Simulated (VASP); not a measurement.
Write the native input for VASP 6.6.1 that does the following.

```yaml
Task: single point
Functional: PBEsol
Potentials_or_basis: VASP PAW PBE potentials, release 64 (Br)
Cutoff: 520 eV
k_mesh: 13 × 13 × 13
Occupations: fermi-dirac, width 0.05 eV
Spin: no spin polarisation
Dipole_correction: no
Further_INCAR_settings: ALGO = Normal; EDIFF = 1e-06; NBANDS = 10
```

The structure of Br lies in POSCAR:

```
Br
1.0
   -1.2430955124      1.5517907678      2.8731196210
    1.2430955124     -1.5517907678      2.8731196210
    1.2430955124      1.5517907678     -2.8731196210
Br
1
Direct
    0.0000000000      0.0000000000      0.0000000000
```

These files were run (other wordings do the same):

INCAR

```
SYSTEM = Br
PREC = Accurate ; ENCUT = 520
EDIFF = 1E-6 ; ISMEAR = -1
SIGMA = 0.05 ; LREAL = .FALSE.
LASPH = .TRUE. ; NELM = 80
ALGO = Normal ; ISIF = 2
LWAVE = .FALSE. ; LCHARG = .FALSE.
GGA = PS ; NBANDS = 10
```

KPOINTS

```
Automatic mesh
0
G
  13 13 13
  0 0 0
```

Potentials or basis: VASP PAW PBE potentials, release 64 (Br).

Run with:

```bash
$ cat potpaw_PBE.64/Br/POTCAR > POTCAR
$ mpirun -np 1 vasp_std > vasp.out
```

It gave:

The pressure is 10.1 GPa.

Caveat: the PAW data sets were made with another functional, which shifts forces and pressure a little; an odd number of electrons without spin polarisation forces a metal; a magnetic or distorted state may lie lower.

It took 40 s on 1 thread of Intel(R) Xeon(R) Platinum 8488C (Sapphire Rapids) (shared host), peak memory 0.21 GiB.
